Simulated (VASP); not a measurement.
Runs of VASP 6.6.1 on SnO. The structure is that of space group Pmmn (No. 59), or close to it. The cells are those of the table. 

```csv
cell,gap on the mesh (eV),pressure (GPa),largest force (eV/Å)
"a = 4.158, b = 3.446, c = 4.836 Å, 4 atoms",0.16,(a),1.39
"a = 4.230, b = 3.374, c = 4.836 Å, 4 atoms",0.15,7.0,1.76
"a = 3.232, b = 4.372, c = 4.836 Å, 4 atoms",0.23,(c),2.66
"a = 4.301, b = 3.303, c = 4.836 Å, 4 atoms",0.18,(b),2.18
```

Alike in all rows: task single point; level r2SCAN; potentials or basis VASP PAW PBE potentials, release 64 (Sn_d, O); no spin polarisation; k mesh 10 × 10 × 8; cutoff (eV) 520; smearing gaussian 0.03 eV.

Task: Fill in the values left out.

Result: (a) 5.0; (b) 9.5; (c) 12.5.

Caveats: semilocal functionals underestimate gaps, and a narrow one can read as zero; the PAW data sets were made with another functional, which shifts forces and pressure a little; spin-orbit coupling is left out, which moves the levels of the heavy elements; the stress differs along the axes, from -2 to 12 GPa (at least some runs); the stress differs along the axes, from -2 to 17 GPa (at least some runs); the stress differs along the axes, from -2 to 28 GPa (at least some runs); the stress differs along the axes, from -2 to 22 GPa (at least some runs).

A k mesh can miss the band edges, and the runs leave out spin-orbit coupling on Sn.
